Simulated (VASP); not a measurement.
Set up this calculation in VASP 6.6.1, as the native input.

```yaml
Task: single point
Functional: PBE
Potentials_or_basis: VASP PAW PBE potentials, release 64 (Li_sv, Tm_3, H), 4f in core
Cutoff: 750 eV
k_mesh: 3 × 3 × 3
Occupations: gaussian, width 0.15 eV
Spin: no spin polarisation
Dipole_correction: no
Mended: yes
Further_INCAR_settings: ALGO = Normal; EDIFF = 1e-06; NBANDS = 17
```

The structure of LiTmH4 lies in POSCAR:

```
LiTmH4
1.0
    0.0000000000      2.8516247469      5.0158470734
    2.8371265471      0.0000000000      5.0158470734
    2.8371265471      2.8516247469      0.0000000000
Li Tm H
1 1 4
Direct
    0.7500000000      0.7500000000      0.7500000000
    0.0000000000      0.0000000000      0.0000000000
    0.5505977465      0.5505977465      0.9494022535
    0.9494022535      0.9494022535      0.5505977465
    0.2107472560      0.2107472560      0.7892527440
    0.7892527440      0.7892527440      0.2107472560
```

The cell was built from a structure type or drawn by symmetry, and may not be a known phase.

One way to write it, as run:

INCAR

```
SYSTEM = LiTmH4
PREC = Accurate
ENCUT = 750
EDIFF = 1E-6
ISMEAR = 0
SIGMA = 0.15
LREAL = .False.
LASPH = .True.
NELM = 200
ALGO = Normal
ISIF = 2
LWAVE = .False.
LCHARG = .False.
GGA = PE
NBANDS = 17
GGA_COMPAT = .False.
LMAXMIX = 6
```

KPOINTS

```
Automatic mesh
0
Gamma
  3 3 3
  0 0 0
```

Potentials or basis: VASP PAW PBE potentials, release 64 (Li_sv, Tm_3, H), 4f in core.

The run is started by

```console
$ cat potpaw_PBE.64/Li_sv/POTCAR potpaw_PBE.64/Tm_3/POTCAR potpaw_PBE.64/H/POTCAR > POTCAR
$ mpirun -np 1 vasp_std > vasp.out
```

Results of the run:

```json
{
 "Pressure": "0.3 GPa",
 "Largest force": "0.054 eV/Å",
 "Band gap on the k mesh": "1.29 eV (least direct gap 2.48 eV)"
}
```

Caveat: the k points lie up to 0.56 Å⁻¹ apart; spin-orbit coupling is left out, which moves the levels of the heavy elements; an odd mesh through Γ misses points on the zone boundary, where band edges can lie; the 4f electrons are frozen in the core, so they carry no moment and show no levels.

Wall time 44 s on 1 thread of Intel(R) Xeon(R) Platinum 8488C (Sapphire Rapids) (shared host), peak memory 0.31 GiB.
